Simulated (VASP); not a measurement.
MoS2, 6 atoms in the cell. It takes space group Cmcm (No. 63, orthorhombic). The conventional cell has a = 3.042 Å, b = 5.766 Å, c = 14.510 Å, α = 90.00°, β = 90.00°, γ = 90.00°. Within 3.1 Å of Mo (site symmetry m2m) lie 6 S at 2.38 to 2.48 Å and 2 Mo at 3.04 Å. S (site symmetry m) has 3 Mo at 2.38 to 2.48 Å and 7 S at 3.04 to 3.26 Å within 3.3 Å.  This cell differs from its parent crystal: strain -0.0450 x Voigt [1, -1, 0, 0, 0, 0].

- Program: VASP 6.6.1
- Task: single point
- Functional: PBE
- Potentials or basis: VASP PAW PBE potentials, release 64 (Mo_sv, S)
- Cutoff: 520 eV
- k mesh: 12 × 12 × 2
- Occupations: gaussian, width 0.05 eV
- Spin: no spin polarisation
- Dipole correction: no
- Further INCAR settings: ALGO = Normal; EDIFF = 1e-06; NBANDS = 35

Potentials or basis: VASP PAW PBE potentials, release 64 (Mo_sv, S).

Launch:

```console
$ cat potpaw_PBE.64/Mo_sv/POTCAR potpaw_PBE.64/S/POTCAR > POTCAR
$ mpirun -np 1 vasp_std > vasp.out
```

Hardware: 1 thread of Intel(R) Xeon(R) Platinum 8124M CPU @ 3.00GHz (Skylake/Cascade Lake), with other jobs on the host.

Problem. Estimate the wall time of this run.

Solution. Run time: 4.3 min on 1 thread of Intel(R) Xeon(R) Platinum 8124M CPU @ 3.00GHz (Skylake/Cascade Lake), on a shared host, peak memory 0.44 GiB. Counts: scf iterations 16, k points 86.
